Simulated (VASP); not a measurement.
A run of VASP 6.6.1 is set up as follows.

INCAR

```
SYSTEM = Ag
  PREC = Accurate
  ENCUT = 520
  EDIFF = 1E-6
  ISMEAR = 0
  SIGMA = 0.15
  LREAL = .False.
  LASPH = .True.
  NELM = 60
  ALGO = Fast
  ISIF = 2
  LWAVE = .False.
  LCHARG = .True.
  GGA = PS
  LELF = .True.
  LVHAR = .True.
  NBANDS = 30
```

Contents of KPOINTS:

```
regular mesh
0
Gamma
  18 18 6
  0 0 0
```

Contents of POSCAR:

```
Ag
1.0
    2.8709531734      0.0000000000      0.0000000000
   -1.4354765867      2.4863183812      0.0000000000
    0.0000000000      0.0000000000      9.6182006507
Ag
4
Direct
    0.3333333333      0.6666666667      0.2500000000
    0.6666666667      0.3333333333      0.7500000000
    0.0000000000      0.0000000000      0.0000000000
    0.0000000000      0.0000000000      0.5000000000
```

Potentials or basis: VASP PAW PBE potentials, release 64 (Ag).

The run is started by

```sh
$ cat potpaw_PBE.64/Ag/POTCAR > POTCAR
$ mpirun -np 1 vasp_std > vasp.out
```

Question: What does it give for the pressure?

Answer: -3.3 GPa.

Question: Estimate the band gap on the k mesh.

Answer: Zero (bands 22 and 23 overlap by 6.65 eV).

Stress tensor (GPa, compression positive):
```
-2.48  0.00  0.00
 0.00 -2.48  0.00
 0.00  0.00 -4.93
```

Caveat: the cell differs from its parent crystal (strain +0.000 along x and y, +0.030 along z); the cell stands under tension; the PAW data sets were made with another functional, which shifts forces and pressure a little.
